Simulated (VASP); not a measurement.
# CuNi2 (P6_3/mmc) in VASP: further runs

The runs below take CuNi2 through single point, with PBE.

Program: VASP 6.6.1. These are calculated values, not measurements. Logs are shortened: lines on timing, memory, paths and dates and some standing lists are left out, and cuts for length are marked.

## 1. The cell of the first run

Symmetry: P6_3/mmc, No. 194, hexagonal system. The conventional cell has a = 2.499 Å, b = 2.499 Å, c = 12.461 Å, α = 90.00°, β = 90.00°, γ = 120.00°. Cu (site symmetry -6m2) has 6 Cu at 2.50 Å and 6 Ni at 2.56 Å within 3.3 Å. Ni (site symmetry 3m) has 9 Ni at 2.47 to 2.50 Å and 3 Cu at 2.56 Å within 3.3 Å.

## 2. Single point, PBE, collinear spin, ferromagnetic start

Input file INCAR:

```
PREC = Accurate
ENCUT = 520
EDIFF = 1E-7
ISMEAR = 0
SIGMA = 0.1
LREAL = False
LASPH = True
NELM = 150
ALGO = Normal
ISIF = 2
LWAVE = False
LCHARG = True
ISPIN = 2
MAGMOM = 0 0 2 2 2 2
LORBIT = 11
LMAXMIX = 4
GGA = PE
LELF = True
LVHAR = True
NBANDS = 44
```

Input file KPOINTS:

```
regular mesh
0
Gamma
  6 6 2
```

Input file POSCAR:

```
CuNi2
1.0
    2.4991781511      0.0000000000      0.0000000000
   -1.2495890755      2.1643517674      0.0000000000
    0.0000000000      0.0000000000     12.4606816815
Cu Ni
2 4
Direct
    0.3333333333      0.6666666667      0.7500000000
    0.6666666667      0.3333333333      0.2500000000
    0.3333333333      0.6666666667      0.0805928854
    0.3333333333      0.6666666667      0.4194071146
    0.6666666667      0.3333333333      0.9194071146
    0.6666666667      0.3333333333      0.5805928854
```

Potentials or basis: VASP PAW PBE potentials, release 64 (Cu, Ni).

Command:

```sh
$ cat potpaw_PBE.64/Cu/POTCAR potpaw_PBE.64/Ni/POTCAR > POTCAR
$ mpirun -np 1 vasp_std > vasp.out
```

OUTCAR:

```text
PREC = Accurate
   ENCUT = 520
   EDIFF = 1E-7
   ISMEAR = 0
   LREAL = False
   LASPH = True
   NELM = 150
   ISIF = 2
   ISPIN = 2
   LORBIT = 11
   GGA = PE

 ion  position               nearest neighbor table
   1  0.333  0.667  0.750-   5 2.56   6 2.56   5 2.56   6 2.56   5 2.56   6 2.56
   2  0.667  0.333  0.250-   3 2.56   4 2.56   3 2.56   4 2.56   3 2.56   4 2.56
   3  0.333  0.667  0.081-   5 2.47   5 2.47   5 2.47   2 2.56   2 2.56   2 2.56
   4  0.333  0.667  0.419-   6 2.47   6 2.47   6 2.47   2 2.56   2 2.56   2 2.56
   5  0.667  0.333  0.919-   3 2.47   3 2.47   3 2.47   1 2.56   1 2.56   1 2.56
   6  0.667  0.333  0.581-   4 2.47   4 2.47   4 2.47   1 2.56   1 2.56   1 2.56

  LATTYP: Found a hexagonal cell.
 ALAT       =     2.4991781511
 C/A-ratio  =     4.9859117390

  Lattice vectors:

 A1 = (   2.4991781511,   0.0000000000,   0.0000000000)
 A2 = (  -1.2495890755,   2.1643517674,   0.0000000000)
 A3 = (   0.0000000000,   0.0000000000,  12.4606816815)

Analysis of symmetry for initial positions (statically):
=====================================================================
 Subroutine PRICEL returns:
 Original cell was already a primitive cell.

 Routine SETGRP: Setting up the symmetry group for a
 hexagonal supercell.

 Subroutine GETGRP returns: Found 24 space group operations
 (whereof 12 operations were pure point group operations)
 out of a pool of 24 trial point group operations.

The static configuration has the point symmetry D_3d.
 The point group associated with its full space group is D_6h.

Analysis of symmetry for dynamics (positions and initial velocities):
=====================================================================
 Subroutine PRICEL returns:
 Original cell was already a primitive cell.

 Routine SETGRP: Setting up the symmetry group for a
 hexagonal supercell.

 Subroutine GETGRP returns: Found 24 space group operations
 (whereof 12 operations were pure point group operations)
 out of a pool of 24 trial point group operations.

The dynamic configuration has the point symmetry D_3d.
 The point group associated with its full space group is D_6h.

Analysis of structural, dynamic, and magnetic symmetry:
=====================================================================
 Subroutine PRICEL returns:
 Original cell was already a primitive cell.

 Routine SETGRP: Setting up the symmetry group for a
 hexagonal supercell.

 Subroutine GETGRP returns: Found 24 space group operations
 (whereof 12 operations were pure point group operations)
 out of a pool of 24 trial point group operations.

The overall configuration has the point symmetry D_3d.
 The point group associated with its full space group is D_6h.

 Subroutine INISYM returns: Found 24 space group operations
 (whereof 12 operations are pure point group operations),
 and found     1 'primitive' translations

----------------------------------------------------------------------------------------

                                     Primitive cell

  volume of cell :      67.4011

  direct lattice vectors                    reciprocal lattice vectors
     2.499178151  0.000000000  0.000000000     0.400131539  0.231016052  0.000000000
    -1.249589076  2.164351767  0.000000000     0.000000000  0.462032104  0.000000000
     0.000000000  0.000000000 12.460681682     0.000000000  0.000000000  0.080252431

  length of vectors
     2.499178151  2.499178151 12.460681682     0.462032104  0.462032104  0.080252431

  position of ions in fractional coordinates (direct lattice)
     0.333333333  0.666666667  0.750000000
     0.666666667  0.333333333  0.250000000
     0.333333333  0.666666667  0.080592885
     0.333333333  0.666666667  0.419407115
     0.666666667  0.333333333  0.919407115
     0.666666667  0.333333333  0.580592885

  ion indices of the primitive-cell ions
   primitive index   ion index
                 1           1
                 2           2
                 3           3
                 4           4
                 5           5
                 6           6

[... 38 lines left out ...]
  0.500000 -0.000000  0.500000      3.000000
  0.166667  0.166667  0.500000      6.000000
  0.333333  0.166667  0.500000     12.000000
  0.333333  0.333333  0.500000      2.000000
   k-points           NKPTS =     14   k-points in BZ     NKDIM =     14   number of bands    NBANDS=     44
   number of dos      NEDOS =    301   number of ions     NIONS =      6
   total plane-waves  NPLWV =  38400
   dimension x,y,z NGX =    20 NGY =   20 NGZ =   96
   dimension x,y,z NGXF=    40 NGYF=   40 NGZF=  192
   ions per type =               2   4
   NGX,Y,Z   is equivalent  to a cutoff of  13.30, 13.30, 12.81 a.u.
   NGXF,Y,Z  is equivalent  to a cutoff of  26.61, 26.61, 25.62 a.u.
 SYSTEM =  unknown system
   PREC   = accura    normal or accurate (medium, high low for compatibility)
   ISTART =      0    job   : 0-new  1-cont  2-samecut
   ICHARG =      2    charge: 1-file 2-atom 10-const
   ISPIN  =      2    spin polarized calculation?
   LNONCOLLINEAR =      F non collinear calculations
   LSORBIT =      F    spin-orbit coupling
   LASPH  =      T    aspherical Exc in radial PAW
   ENCUT  =  520.0 eV  38.22 Ry    6.18 a.u.   4.65  4.65 23.17*2*pi/ulx,y,z
   NELM   =    150;   NELMIN=  2; NELMDL= -5     # of ELM steps
   EDIFF  = 0.1E-06   stopping-criterion for ELM
   LREAL  =      F    real-space projection
   EDIFFG = 0.1E-05   stopping-criterion for IOM
   NSW    =      0    number of steps for IOM
   IBRION =     -1    ionic relax: 0-MD 1-quasi-New 2-CG
   NFREE  =      0    steps in history (QN), initial steepest desc. (CG)
   ISIF   =      2    stress and relaxation
   ISYM   =      2    0-nonsym 1-usesym 2-fastsym
   POTIM  = 0.5000    time-step for ionic-motion
   TEBEG  =    0.0;   TEEND  =   0.0 temperature during run
   PSTRESS=    0.0 pullay stress
   NELECT =      62.0000    total number of electrons
   NUPDOWN=      -1.0000    fix difference up-down
   EMIN   =  10.00;   EMAX   =-10.00  energy-range for DOS
   EFERMI =   0.00;   METHOD = LEGACY
   ISMEAR =     0;   SIGMA  =   0.10  broadening in eV -4-tet -1-fermi 0-gaus
   EFERMI_NEDOS =   21; number of points for ismear=-14 and -15
   IALGO  =     38    algorithm
   IMIX   =      4    mixing-type and parameters
     AMIX     =   0.40;   BMIX     =  1.00
     AMIX_MAG =   1.60;   BMIX_MAG =  1.00
  volume/ion in A,a.u.               =      11.23        75.81
  Fermi-wavevector in a.u.,A,eV,Ry     =   1.592147  3.008721 34.489836  2.534931
  Thomas-Fermi vector in A             =   2.690577
   LORBIT       =     11    0 simple, 1 ext, 2 COOP (PROOUT), +10 PAW based schemes
   GGA     = PE    functional components
   LHFCALC =     F    Hartree Fock is set to
   AEXX    =    0.0000 exact exchange contribution
   IVDW    =     0    specifies the selected vdW correction
   LEPSILON=     F    determine dielectric tensor
   LRPA    =     F    only Hartree local field effects (RPA)
 spin polarized calculation
 Gauss-broadening in eV      SIGMA  =   0.10
  energy-cutoff  :      520.00
  volume of cell :       67.40
 maximum number of plane-waves:      1835
 NGX is ok and might be reduce to    20
   NGX =  9   NGY =  9   NGZ = 47

 number of electron      61.9999981 magnetization       2.1226685

 Free energy of the ion-electron system (eV)
  ---------------------------------------------------
  ext. energy  EPLUGINS =         0.00000000
  ---------------------------------------------------
  free energy    TOTEN  =       -29.20830764 eV

  energy without entropy =      -29.16007769  energy(sigma->0) =      -29.18419266

 E-fermi :   8.5753     XC(G=0): -13.0431

 val. band max:        8.5518606804   @ k =   0.5000  -0.0000   0.0000
 cond. band min:       8.5818004600   @ k =   0.0000   0.0000   0.0000
 fundamental gap:      0.0299397796
 Fermi energy:         8.5753389691

 spin component 1

 k-point     1 :       0.0000    0.0000    0.0000
  band No.  band energies     occupation
      1      -0.4269      1.00000
      2       0.4310      1.00000
      3       0.7392      1.00000
      4       2.7853      1.00000
      5       3.1357      1.00000
      6       3.8334      1.00000
[... 633 lines left out ...]
     42      17.0309      0.00000
     43      18.7314      0.00000
 Fermi energy:         8.5753389691

 spin component 2

 k-point     1 :       0.0000    0.0000    0.0000
  band No.  band energies     occupation
      1      -0.4489      1.00000
      2       0.4049      1.00000
      3       0.7223      1.00000
      4       2.7802      1.00000
      5       3.2002      1.00000
      6       3.9618      1.00000
[... 633 lines left out ...]
     42      17.1688      0.00000
     43      18.8161      0.00000
 [bands above 43 left out]

------------------------ aborting loop because EDIFF is reached ----------------------------------------

  FORCE on cell =-STRESS in cart. coord.  units (eV):
  Direction    XX          YY          ZZ          XY          YZ          ZX
  --------------------------------------------------------------------------------------
  -------------------------------------------------------------------------------------
  Total        0.0824679      0.0824679      0.1804091      0.0000000      0.0000000      0.0000000
  in kB        1.9603287      1.9603287      4.2884672      0.0000000      0.0000000      0.0000000
  external PRESSURE =       2.7363749 kB  Pullay stress =       0.0000000 kB

 VOLUME and BASIS-vectors are now :
 -----------------------------------------------------------------------------
  energy-cutoff  :      520.00
  volume of cell :       67.40
      direct lattice vectors                 reciprocal lattice vectors
     2.499178151  0.000000000  0.000000000     0.400131539  0.231016052  0.000000000
    -1.249589076  2.164351767  0.000000000     0.000000000  0.462032104  0.000000000
     0.000000000  0.000000000 12.460681682     0.000000000  0.000000000  0.080252431

 POSITION                                       TOTAL-FORCE (eV/Angst)
 -----------------------------------------------------------------------------------
     -0.00000      1.44290      9.34551         0.000000      0.000000      0.000000
      1.24959      0.72145      3.11517        -0.000000      0.000000      0.000000
     -0.00000      1.44290      1.00424        -0.000000     -0.000000      0.018007
     -0.00000      1.44290      5.22610        -0.000000      0.000000     -0.018007
      1.24959      0.72145     11.45644         0.000000      0.000000     -0.018007
      1.24959      0.72145      7.23458         0.000000     -0.000000      0.018007
 -----------------------------------------------------------------------------------
    total drift:                               -0.000000      0.000000     -0.000000

  FREE ENERGIE OF THE ION-ELECTRON SYSTEM (eV)
  ---------------------------------------------------
  free  energy   TOTEN  =       -29.2083076375 eV

  energy  without entropy=      -29.1600776865  energy(sigma->0) =      -29.18419266

 total charge

# of ion       s       p       d       tot
------------------------------------------
    1        0.456   0.405   9.174  10.036
    2        0.456   0.405   9.174  10.036
    3        0.485   0.467   8.329   9.281
    4        0.485   0.467   8.329   9.281
    5        0.485   0.467   8.329   9.281
    6        0.485   0.467   8.329   9.281
--------------------------------------------------
tot          2.854   2.677  51.665  57.197

 magnetization (x)

# of ion       s       p       d       tot
------------------------------------------
    1       -0.002  -0.011   0.016   0.003
    2       -0.002  -0.011   0.016   0.003
    3       -0.003  -0.016   0.562   0.543
    4       -0.003  -0.016   0.562   0.543
    5       -0.003  -0.016   0.562   0.543
    6       -0.003  -0.016   0.562   0.543
--------------------------------------------------
tot         -0.015  -0.087   2.279   2.178
```

Wall time 2.2 min (1 thread of AMD EPYC 7R13 (Zen 3), shared host); peak memory 0.21 GiB.

What came out:

```
Free energy                                           : -29.2083 eV
Pressure                                              : 0.3 GPa
Largest force                                         : 0.018 eV/Å
Net moment                                            : 2.12 μB per cell
Site moments                                          : Cu +0.00; Ni +0.54 μB
Valence electrons inside the program's atomic spheres : Cu 10.04; Ni 9.28
```

Forces in eV/Å, atoms in the order of the input:
```
Cu   0.000  0.000  0.000
Cu   0.000  0.000  0.000
Ni   0.000  0.000  0.018
Ni   0.000  0.000 -0.018
Ni   0.000  0.000 -0.018
Ni   0.000  0.000  0.018
```

Stress tensor (GPa, compression positive):
```
0.20 0.00 0.00
0.00 0.20 0.00
0.00 0.00 0.43
```

Caveat: the k points lie up to 0.48 Å⁻¹ apart.

[end of part 1 of 2]
